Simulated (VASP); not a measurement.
Runs of VASP 6.6.1 on ZnO. It takes space group Fm-3m (No. 225, cubic). The conventional cell has a = 4.268 Å, b = 4.268 Å, c = 4.268 Å, α = 90.00°, β = 90.00°, γ = 90.00°. Within 2.8 Å of Zn (site symmetry m-3m) lie 6 O at 2.13 Å. Within 2.8 Å of O (site symmetry m-3m) lie 6 Zn at 2.13 Å. 

```tsv
level	k mesh	grid for exact exchange (PRECFOCK)	share of exact exchange	screening parameter	gap on the mesh (eV)	pressure (GPa)
PBE-based screened hybrid with 100 % exact exchange	4 × 4 × 4	Normal	1	0.3 1/Å	7.70	-12.3
PBE-based global hybrid with 20 % exact exchange	4 × 4 × 4	Normal	0.2	-	(c)	(b)
PBE-based global hybrid with 5 % exact exchange	4 × 4 × 4	Normal	0.05	-	1.41	7.6
r2SCAN	8 × 8 × 8	-	-	-	1.55	1.5
HSE06	4 × 4 × 4	Normal	0.25	0.2079 1/Å	2.70	(a)
```

Alike in all rows: task single point; potentials or basis VASP PAW PBE potentials, release 64 (Zn, O); no spin polarisation; cell as given; cutoff (eV) 520; smearing gaussian 0.01 eV.

Estimate the missing entries.

(a) 2.4; (b) 3.4; (c) 2.95.

Caveats: some runs use coarse meshes; the PAW data sets were made with another functional, which shifts forces and pressure a little.

A k mesh can miss the band edges.
